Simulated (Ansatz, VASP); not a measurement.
## Two plane-wave programs on GaN

File INCAR:

```
SYSTEM = GaN
PREC = Accurate ; ENCUT = 520
EDIFF = 1E-7 ; ISMEAR = 0
SIGMA = 0.01 ; LREAL = .False.
LASPH = .True. ; NELM = 80
ALGO = Normal ; ISIF = 2
LWAVE = .False. ; LCHARG = .False.
GGA = PE ; NBANDS = 16
```

File KPOINTS:

```
Automatic mesh
0
Gamma
  8 8 8
  0 0 0
```

File POSCAR:

```
GaN
1.0
    0.0000000000      2.3188108159      2.3188108159
    2.3188108159      0.0000000000      2.3188108159
    2.3188108159      2.3188108159      0.0000000000
Ga N
1 1
Direct
    0.0000000000      0.0000000000      0.0000000000
    0.7500000000      0.7500000000      0.7500000000
```

Input for Ansatz:

```yaml
crystal:
  lattice:
    - [0.0, 2.3188108159, 2.3188108159]
    - [2.3188108159, 0.0, 2.3188108159]
    - [2.3188108159, 2.3188108159, 0.0]
  atoms:
    - { symbol: Ga, position: [0.0, 0.0, 0.0] }
    - { symbol: "N", position: [0.75, 0.75, 0.75] }
kpoints:
  mp_grid: { grid: [8, 8, 8] }
hamiltonian:
  xc: pbe
scf:
  occupations: { method: fixed }
  n_extra_bands: 4
output:
  forces: true
  stress: true
  eigenvalues: true
```

Alike in both runs: task single point; functional PBE; k mesh 8 × 8 × 8; no spin polarisation.

|  | VASP | Ansatz |
| --- | --- | --- |
| version | VASP 6.6.1 | Ansatz 0.2.0 |
| potentials or method | VASP PAW PBE potentials, release 64 (Ga_d, N) | plane waves, PAW |
| plane-wave cutoff (eV) | 520 | 420 |
| occupations | gaussian, width 0.01 eV | fixed |
| valence electrons in the cell | 18 | 18 |

VASP gave:

- gap on the k mesh at the Fermi level (eV): 1.17
- pressure (GPa): -8.6

What did Ansatz give for the same quantities?

gap on the k mesh at the Fermi level (eV): 1.17; pressure (GPa): -8.8.
